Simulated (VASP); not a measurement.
# B2AsH2 (P-3m1) in VASP: a series of runs

The runs below take B2AsH2 through single point, relaxation of cell and atoms, with PBE.

All numbers are computed with VASP 6.6.1; they aren't measurements. Logs are shortened: lines on timing, memory, paths and dates and some standing lists are left out, and cuts for length are marked.

**1. The cell of the first run**

It takes space group P-3m1 (No. 164, trigonal). Conventional cell: a = 4.023 Å, b = 4.023 Å, c = 4.067 Å, α = 90.00°, β = 90.00°, γ = 120.00°. Within 3.1 Å of B (site symmetry 3m) lie 6 H at 2.36 to 2.71 Å and 3 As at 2.58 Å and 3 B at 2.94 Å. Within 1.3 Å of H (site symmetry 3m) lie 1 H at 0.99 Å. As (site symmetry -3m) has 2 H at 1.54 Å within 2.0 Å.

The cell was built from a structure type or drawn by symmetry, and may not be a known phase.

**2. Single point, PBE**

Contents of INCAR:

```
  PREC = Accurate
  ENCUT = 520
  EDIFF = 1E-6
  ISMEAR = 0
  SIGMA = 0.1
  LREAL = F
  LASPH = T
  NELM = 60
  ALGO = Normal
  ISIF = 2
  LWAVE = F
  LCHARG = F
  GGA = PE
  NBANDS = 14
```

Contents of KPOINTS:

```
Automatic mesh
0
Gamma
  6 6 4
```

Contents of POSCAR:

```
B2AsH2
1.0
    4.0227658200      0.0000000000      0.0000000000
   -2.0113829100      3.4838174000      0.0000000000
    0.0000000000      0.0000000000      4.0667673700
B H As
2 2 1
Direct
    0.3333333300      0.6666666700      0.7782377000
    0.6666666700      0.3333333300      0.2217623000
    0.0000000000      0.0000000000      0.8778865300
    0.0000000000      0.0000000000      0.1221134700
    0.0000000000      0.0000000000      0.5000000000
```

Potentials or basis: VASP PAW PBE potentials, release 64 (B, H, As).

Started as:

```console
$ cat potpaw_PBE.64/B/POTCAR potpaw_PBE.64/H/POTCAR potpaw_PBE.64/As/POTCAR > POTCAR
$ mpirun -np 1 vasp_std > vasp.out
```

OUTCAR:

```text
PREC = Accurate
   ENCUT = 520
   EDIFF = 1E-6
   ISMEAR = 0
   LREAL = F
   LASPH = T
   NELM = 60
   ISIF = 2
   GGA = PE

 ion  position               nearest neighbor table
   1  0.333  0.667  0.778-
   2  0.667  0.333  0.222-
   3  0.000  0.000  0.878-   5 1.54
   4  0.000  0.000  0.122-   5 1.54
   5  0.000  0.000  0.500-   3 1.54   4 1.54

  LATTYP: Found a hexagonal cell.
 ALAT       =     4.0227658200
 C/A-ratio  =     1.0109381336

  Lattice vectors:

 A1 = (   4.0227658200,   0.0000000000,   0.0000000000)
 A2 = (  -2.0113829100,   3.4838174000,   0.0000000000)
 A3 = (   0.0000000000,   0.0000000000,   4.0667673700)

Analysis of symmetry for initial positions (statically):
=====================================================================
 Subroutine PRICEL returns:
 Original cell was already a primitive cell.

 Routine SETGRP: Setting up the symmetry group for a
 hexagonal supercell.

 Subroutine GETGRP returns: Found 12 space group operations
 (whereof 12 operations were pure point group operations)
 out of a pool of 24 trial point group operations.

The static configuration has the point symmetry D_3d.

Analysis of symmetry for dynamics (positions and initial velocities):
=====================================================================
 Subroutine PRICEL returns:
 Original cell was already a primitive cell.

 Routine SETGRP: Setting up the symmetry group for a
 hexagonal supercell.

 Subroutine GETGRP returns: Found 12 space group operations
 (whereof 12 operations were pure point group operations)
 out of a pool of 24 trial point group operations.

The dynamic configuration has the point symmetry D_3d.

 Subroutine INISYM returns: Found 12 space group operations
 (whereof 12 operations are pure point group operations),
 and found     1 'primitive' translations

----------------------------------------------------------------------------------------

                                     Primitive cell

  volume of cell :      56.9940

  direct lattice vectors                    reciprocal lattice vectors
     4.022765820  0.000000000  0.000000000     0.248585189  0.143520725  0.000000000
    -2.011382910  3.483817400  0.000000000     0.000000000  0.287041451  0.000000000
[... 100 lines left out ...]
   PSTRESS=    0.0 pullay stress
   NELECT =      13.0000    total number of electrons
   NUPDOWN=      -1.0000    fix difference up-down
   EMIN   =  10.00;   EMAX   =-10.00  energy-range for DOS
   EFERMI =   0.00;   METHOD = LEGACY
   ISMEAR =     0;   SIGMA  =   0.10  broadening in eV -4-tet -1-fermi 0-gaus
   EFERMI_NEDOS =   21; number of points for ismear=-14 and -15
   IALGO  =     38    algorithm
   IMIX   =      4    mixing-type and parameters
     AMIX     =   0.40;   BMIX     =  1.00
     AMIX_MAG =   1.60;   BMIX_MAG =  1.00
  volume/ion in A,a.u.               =      11.40        76.92
  Fermi-wavevector in a.u.,A,eV,Ry     =   1.000260  1.890217 13.612895  1.000520
  Thomas-Fermi vector in A             =   2.132604
   LORBIT       =      0    0 simple, 1 ext, 2 COOP (PROOUT), +10 PAW based schemes
   GGA     = PE    functional components
   LHFCALC =     F    Hartree Fock is set to
   AEXX    =    0.0000 exact exchange contribution
   IVDW    =     0    specifies the selected vdW correction
   LEPSILON=     F    determine dielectric tensor
   LRPA    =     F    only Hartree local field effects (RPA)
 non-spin polarized calculation
 Gauss-broadening in eV      SIGMA  =   0.10
  energy-cutoff  :      520.00
  volume of cell :       56.99
 maximum number of plane-waves:      1557
 NGX is ok and might be reduce to    30
   NGX = 15   NGY = 15   NGZ = 15

 number of electron      12.9999999 magnetization

 Free energy of the ion-electron system (eV)
  ---------------------------------------------------
  ext. energy  EPLUGINS =         0.00000000
  ---------------------------------------------------
  free energy    TOTEN  =       -15.79410762 eV

  energy without entropy =      -15.78638119  energy(sigma->0) =      -15.79024441

 E-fermi :   2.9534     XC(G=0):  -9.6505

 val. band max:        2.9183597971   @ k =   0.5000  -0.0000   0.5000
 cond. band min:       2.9734041511   @ k =  -0.1667   0.5000   0.2500
 fundamental gap:      0.0550443540
 Fermi energy:         2.9533834621

 k-point     1 :       0.0000    0.0000    0.0000
  band No.  band energies     occupation
      1     -11.1436      2.00000
      2      -2.9036      2.00000
      3      -1.8111      2.00000
      4      -1.3154      2.00000
      5       1.2252      2.00000
      6       1.2252      2.00000
      7       2.4663      2.00000
      8       3.0192      0.35233
      9       3.0192      0.35232
     10       5.9279      0.00000
     11       7.0964      0.00000
     12       8.2763      0.00000
     13       8.2763      0.00000
     14      11.7126      0.00000
[... 377 lines left out ...]
      1      -8.6424      2.00000
      2      -7.0731      2.00000
      3      -3.1156      2.00000
      4      -3.1156      2.00000
      5      -0.5049      2.00000
      6      -0.5049      2.00000
      7       5.1449      0.00000
      8       6.1777      0.00000
      9       6.1777      0.00000
     10       6.4401      0.00000
     11       8.3573      0.00000
     12       8.3573      0.00000
     13       9.9980      0.00000
     14      10.2307      0.00000

------------------------ aborting loop because EDIFF is reached ----------------------------------------

  FORCE on cell =-STRESS in cart. coord.  units (eV):
  Direction    XX          YY          ZZ          XY          YZ          ZX
  --------------------------------------------------------------------------------------
  -------------------------------------------------------------------------------------
  Total       -3.8661659     -3.8661660      4.4043345      0.0000000     -0.0000000     -0.0000000
  in kB     -108.6829975   -108.6829979    123.8116226      0.0000000     -0.0000000     -0.0000000
  external PRESSURE =     -31.1847909 kB  Pullay stress =       0.0000000 kB

 VOLUME and BASIS-vectors are now :
 -----------------------------------------------------------------------------
  energy-cutoff  :      520.00
  volume of cell :       56.99
      direct lattice vectors                 reciprocal lattice vectors
     4.022765820  0.000000000  0.000000000     0.248585189  0.143520725  0.000000000
    -2.011382910  3.483817400  0.000000000     0.000000000  0.287041451  0.000000000
     0.000000000  0.000000000  4.066767370     0.000000000  0.000000000  0.245895550

 POSITION                                       TOTAL-FORCE (eV/Angst)
 -----------------------------------------------------------------------------------
     -0.00000      2.32254      3.16491        -0.000000      0.000000     -0.672457
      2.01138      1.16127      0.90186         0.000000     -0.000000      0.672457
      0.00000      0.00000      3.57016         0.000000      0.000000      2.051435
      0.00000      0.00000      0.49661         0.000000     -0.000000     -2.051435
      0.00000      0.00000      2.03338         0.000000      0.000000      0.000000
 -----------------------------------------------------------------------------------
    total drift:                                0.000000      0.000000     -0.000000

  FREE ENERGIE OF THE ION-ELECTRON SYSTEM (eV)
  ---------------------------------------------------
  free  energy   TOTEN  =       -15.7941076222 eV

  energy  without entropy=      -15.7863811947  energy(sigma->0) =      -15.79024441
```

Wall time 26 s (1 thread of Intel Xeon 8259CL, shared host); peak memory 0.18 GiB.

Results:

- Free energy: -15.7941 eV
- Pressure: -3.1 GPa
- Largest force: 2.051 eV/Å
- Band gap on the k mesh: zero (an odd number of electrons rules out a gap without spin polarisation)

Forces in eV/Å, atoms in the order of the input:
```
B    0.000  0.000 -0.672
B    0.000  0.000  0.672
H    0.000  0.000  2.051
H    0.000  0.000 -2.051
As   0.000  0.000  0.000
```

Stress tensor (GPa, compression positive):
```
-10.87   0.00   0.00
  0.00 -10.87   0.00
  0.00   0.00  12.38
```

Caveat: the k points lie up to 0.39 Å⁻¹ apart, too coarse for converged energies and pressures of a metal; forces of over 1 eV/Å act on the atoms, so gaps and moduli don't describe the material at rest.

**3. Single point, PBE**

This run uses another cell than the first one, of 16.71 Å³/atom.

Contents of INCAR:

```
SYSTEM = B2AsH2
PREC     = Accurate       ! precision mode
ENCUT    = 520            ! plane-wave cutoff, eV
EDIFF    = 1E-7           ! SCF threshold, eV
ISMEAR   = 0              ! smearing method
SIGMA    = 0.1            ! smearing width, eV
LREAL    = .FALSE.        ! projectors in reciprocal space
LASPH    = .TRUE.         ! aspherical terms in the spheres
NELM     = 100            ! most SCF steps
ALGO     = Normal         ! electronic algorithm
ISIF     = 2              ! what is computed and relaxed
LWAVE    = .FALSE.        ! write WAVECAR
LCHARG   = .FALSE.        ! write CHGCAR
GGA      = PE             ! functional
NBANDS   = 14             ! bands
```

Contents of KPOINTS:

```
regular mesh
0
G
  6 6 4
  0 0 0
```

Contents of POSCAR:

```
B2AsH2
1.0
    3.3143610854      0.0000000000      0.0000000000
   -1.6571805427      2.8703208972      0.0000000000
    0.0000000000      0.0000000000      8.7813922500
B H As
2 2 1
Direct
    0.3333333333      0.6666666667      0.6214455524
    0.6666666667      0.3333333333      0.3785544476
    0.0000000000      0.0000000000      0.9572748611
    0.0000000000      0.0000000000      0.0427251389
    0.0000000000      0.0000000000      0.5000000000
```

Potentials or basis: VASP PAW PBE potentials, release 64 (B, H, As).

Started as:

```console
$ cat potpaw_PBE.64/B/POTCAR potpaw_PBE.64/H/POTCAR potpaw_PBE.64/As/POTCAR > POTCAR
$ mpirun -np 1 vasp_std > vasp.out
```

OUTCAR:

```text
SYSTEM = B2AsH2
   PREC = Accurate
   ENCUT = 520
   EDIFF = 1E-7
   ISMEAR = 0
   LREAL = .FALSE.
   LASPH = .TRUE.
   NELM = 100
   ISIF = 2
   GGA = PE

 ion  position               nearest neighbor table
   1  0.333  0.667  0.621-   5 2.19   5 2.19   5 2.19
   2  0.667  0.333  0.379-   5 2.19   5 2.19   5 2.19
   3  0.000  0.000  0.957-   4 0.75
   4  0.000  0.000  0.043-   3 0.75
   5  0.000  0.000  0.500-   1 2.19   2 2.19   1 2.19   2 2.19   2 2.19   1 2.19

  LATTYP: Found a hexagonal cell.
 ALAT       =     3.3143610854
 C/A-ratio  =     2.6494977535

  Lattice vectors:

 A1 = (   3.3143610854,   0.0000000000,   0.0000000000)
 A2 = (  -1.6571805427,   2.8703208972,   0.0000000000)
 A3 = (   0.0000000000,   0.0000000000,   8.7813922500)

Analysis of symmetry for initial positions (statically):
=====================================================================
 Subroutine PRICEL returns:
 Original cell was already a primitive cell.

 Routine SETGRP: Setting up the symmetry group for a
 hexagonal supercell.

 Subroutine GETGRP returns: Found 12 space group operations
 (whereof 12 operations were pure point group operations)
 out of a pool of 24 trial point group operations.

The static configuration has the point symmetry D_3d.

Analysis of symmetry for dynamics (positions and initial velocities):
=====================================================================
 Subroutine PRICEL returns:
 Original cell was already a primitive cell.

 Routine SETGRP: Setting up the symmetry group for a
 hexagonal supercell.

 Subroutine GETGRP returns: Found 12 space group operations
 (whereof 12 operations were pure point group operations)
 out of a pool of 24 trial point group operations.

The dynamic configuration has the point symmetry D_3d.

 Subroutine INISYM returns: Found 12 space group operations
 (whereof 12 operations are pure point group operations),
 and found     1 'primitive' translations
[... 131 lines left out ...]
 non-spin polarized calculation
 Gauss-broadening in eV      SIGMA  =   0.10
  energy-cutoff  :      520.00
  volume of cell :       83.54
 maximum number of plane-waves:      2289
 NGX is ok and might be reduce to    28
   NGX = 13   NGY = 13   NGZ = 33

 number of electron      13.0000003 magnetization

 Free energy of the ion-electron system (eV)
  ---------------------------------------------------
  ext. energy  EPLUGINS =         0.00000000
  ---------------------------------------------------
  free energy    TOTEN  =       -19.11298778 eV

  energy without entropy =      -19.09997000  energy(sigma->0) =      -19.10647889

 E-fermi :  -0.2282     XC(G=0):  -7.3166

 val. band max:       -0.2924044535   @ k =   0.3333   0.0000   0.0000
 cond. band min:       0.0110828245   @ k =   0.1667   0.1667   0.0000
 fundamental gap:      0.3034872780
 Fermi energy:        -0.2282066518

 k-point     1 :       0.0000    0.0000    0.0000
  band No.  band energies     occupation
      1     -15.3047      2.00000
      2      -7.7674      2.00000
      3      -5.4467      2.00000
      4      -1.7701      2.00000
      5      -0.8311      2.00000
      6      -0.8311      2.00000
      7       1.0169      0.00000
      8       1.0169      0.00000
      9       1.3566      0.00000
     10       3.2645      0.00000
     11       5.1258      0.00000
     12       6.1560      0.00000
     13       6.1560      0.00000
     14       6.5160      0.00000
[... 377 lines left out ...]
      1     -11.5959      2.00000
      2      -8.4440      2.00000
      3      -8.4440      2.00000
      4      -4.5004      2.00000
      5      -3.7382      2.00000
      6      -2.0094      2.00000
      7      -2.0094      2.00000
      8       1.9645      0.00000
      9       1.9645      0.00000
     10       4.6446      0.00000
     11       7.6505      0.00000
     12       7.6505      0.00000
     13       7.8278      0.00000
     14       8.9496      0.00000

------------------------ aborting loop because EDIFF is reached ----------------------------------------

  FORCE on cell =-STRESS in cart. coord.  units (eV):
  Direction    XX          YY          ZZ          XY          YZ          ZX
  --------------------------------------------------------------------------------------
  -------------------------------------------------------------------------------------
  Total        0.0696864      0.0696864      0.1028421      0.0000000      0.0000000      0.0000000
  in kB        1.3364880      1.3364880      1.9723682      0.0000000      0.0000000      0.0000000
  external PRESSURE =       1.5484481 kB  Pullay stress =       0.0000000 kB

 VOLUME and BASIS-vectors are now :
 -----------------------------------------------------------------------------
  energy-cutoff  :      520.00
  volume of cell :       83.54
      direct lattice vectors                 reciprocal lattice vectors
     3.314361085  0.000000000  0.000000000     0.301717276  0.174196551  0.000000000
    -1.657180543  2.870320897  0.000000000     0.000000000  0.348393102  0.000000000
     0.000000000  0.000000000  8.781392250     0.000000000  0.000000000  0.113877159

 POSITION                                       TOTAL-FORCE (eV/Angst)
 -----------------------------------------------------------------------------------
     -0.00000      1.91355      5.45716        -0.000000      0.000000      0.034055
      1.65718      0.95677      3.32424         0.000000     -0.000000     -0.034055
      0.00000      0.00000      8.40621        -0.000000     -0.000000     -0.005348
      0.00000      0.00000      0.37519        -0.000000      0.000000      0.005348
      0.00000      0.00000      4.39070        -0.000000      0.000000     -0.000000
 -----------------------------------------------------------------------------------
    total drift:                               -0.000000      0.000000      0.000000

  FREE ENERGIE OF THE ION-ELECTRON SYSTEM (eV)
  ---------------------------------------------------
  free  energy   TOTEN  =       -19.1129877802 eV

  energy  without entropy=      -19.0999700021  energy(sigma->0) =      -19.10647889
```

OSZICAR:

```text
N       E                     dE             d eps       ncg     rms          rms(c)
DAV:   1     0.260163530922E+02    0.26016E+02   -0.44188E+03   672   0.695E+02
DAV:   2    -0.172164717930E+02   -0.43233E+02   -0.39694E+02   936   0.117E+02
DAV:   3    -0.198032814000E+02   -0.25868E+01   -0.25575E+01   882   0.270E+01
DAV:   4    -0.198325555117E+02   -0.29274E-01   -0.29252E-01   816   0.329E+00
DAV:   5    -0.198330188822E+02   -0.46337E-03   -0.46335E-03   872   0.391E-01    0.580E+00
DAV:   6    -0.193374995119E+02    0.49552E+00   -0.23528E-01   738   0.243E+00    0.325E+00
DAV:   7    -0.191084039779E+02    0.22910E+00   -0.50429E-01   816   0.322E+00    0.380E-01
DAV:   8    -0.191125628078E+02   -0.41588E-02   -0.40604E-02   768   0.982E-01    0.197E-01
DAV:   9    -0.191130303166E+02   -0.46751E-03   -0.21807E-03   900   0.312E-01    0.455E-02
DAV:  10    -0.191130077696E+02    0.22547E-04   -0.30212E-04   800   0.997E-02    0.270E-02
DAV:  11    -0.191129890893E+02    0.18680E-04   -0.13002E-04   858   0.590E-02    0.269E-02
DAV:  12    -0.191129833433E+02    0.57460E-05   -0.14461E-05   814   0.201E-02    0.139E-02
DAV:  13    -0.191129873446E+02   -0.40013E-05   -0.13928E-05   824   0.197E-02    0.235E-03
DAV:  14    -0.191129876919E+02   -0.34727E-06   -0.24462E-06   804   0.782E-03    0.118E-03
DAV:  15    -0.191129878736E+02   -0.18174E-06   -0.11165E-07   664   0.219E-03    0.659E-04
DAV:  16    -0.191129877802E+02    0.93377E-07   -0.18825E-08   540   0.741E-04
   1 F= -.19112988E+02 E0= -.19106479E+02  d E =-.130178E-01
```

It took 69 s on 1 thread of Intel Xeon 8259CL, shared host; peak memory 0.23 GiB.

Results:

| Property | Result |
| --- | --- |
| Free energy | -19.1130 eV |
| Pressure | 0.2 GPa |
| Largest force | 0.034 eV/Å |
| Band gap on the k mesh | zero (an odd number of electrons rules out a gap without spin polarisation) |

Forces in eV/Å, atoms in the order of the input:
```
B    0.000  0.000  0.034
B    0.000  0.000 -0.034
H    0.000  0.000 -0.005
H    0.000  0.000  0.005
As   0.000  0.000  0.000
```

Caveat: the k points lie up to 0.36 Å⁻¹ apart, too coarse for converged energies and pressures of a metal; this functional lacks dispersion, which binds the layers, so the pressure and a relaxed spacing across them are unreliable.

[end of part 1 of 3]
